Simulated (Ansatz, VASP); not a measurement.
## Be in VASP and in Ansatz

```xyz
1
Lattice="-1.2657 1.2657 1.2531 1.2657 -1.2657 1.2531 1.2657 1.2657 -1.2531" Properties=species:S:1:pos:R:3 pbc="T T T"
Be    0.0000    0.0000    0.0000
```

Change from the starting cell: equal xx and yy strain of +1 %.

Alike in both runs: task single point; functional PBE; k mesh 23 × 23 × 23; occupations fermi-dirac, width 0.03 eV; no spin polarisation.

```csv
,VASP,Ansatz
version,VASP 6.6.1,Ansatz 0.2.0
potentials or method,"VASP PAW PBE potentials, release 64 (Be), cutoff 520 eV","all-electron LAPW, scalar-relativistic"
```

|  | VASP | Ansatz | Ansatz less VASP |
| --- | --- | --- | --- |
| pressure (GPa) | -3.0 | -3.2 | -0.17 |
| traceless stress, the component that is largest in VASP (GPa) | -0.32 | -0.33 | -0.004 |

Ansatz ran all-electron here, and VASP with PAW potentials.
